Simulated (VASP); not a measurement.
A run of VASP 6.6.1:

The input INCAR:

```
SYSTEM = O
ALGO = Normal ; EDIFF = 1E-6
ENCUT = 520 ; GGA = PE
ISIF = 2 ; ISMEAR = -1
ISPIN = 2 ; IVDW = 12
LASPH = .True. ; LCHARG = .True.
LELF = .True. ; LORBIT = 11
LREAL = .False. ; LVHAR = .True.
LWAVE = .False. ; MAGMOM = 1 1 1 1 1 1 1 1 1 1 1 1
NBANDS = 52 ; NELM = 150
PREC = Accurate ; SIGMA = 0.02
```

Contents of KPOINTS:

```
k-points
0
Gamma
  1 1 1
  0 0 0
```

The input POSCAR:

```
O
1.0
    6.0876040000      0.0000000000      0.0000000000
    0.0000000000      6.0876040000      0.0000000000
    0.0000000000      0.0000000000      6.0876040000
O
12
Direct
    0.4375120326      0.0340199527      0.0587751766
    0.3076087078      0.1780503462      0.0477034971
    0.7628124300      0.4460539812      0.2399958999
    0.6000061765      0.5296172353      0.1529994395
    0.7896702874      0.2826563620      0.6938526225
    0.9825212021      0.3326431877      0.6714628613
    0.5476538881      0.8017932835      0.6628059250
    0.5990369939      0.9390886792      0.5270710776
    0.1597508642      0.5889016434      0.9582423561
    0.0304389050      0.7265584292      0.8893975364
    1.1399394573      0.7221231867      0.4349001676
    1.0152105820      0.8596321311      0.3624743002
```

Potentials or basis: VASP PAW PBE potentials, release 64 (O).

Command:

```console
$ cat potpaw_PBE.64/O/POTCAR > POTCAR
$ mpirun -np 1 vasp_gam > vasp.out
```

Hardware: 1 thread of Intel Xeon 8259CL, on a shared host.

Task: Estimate the wall time of this run.

Result: Wall time 72 s on 1 thread of Intel Xeon 8259CL, with other jobs on the host, peak memory 0.38 GiB. Counts: scf iterations 14, k points 1.
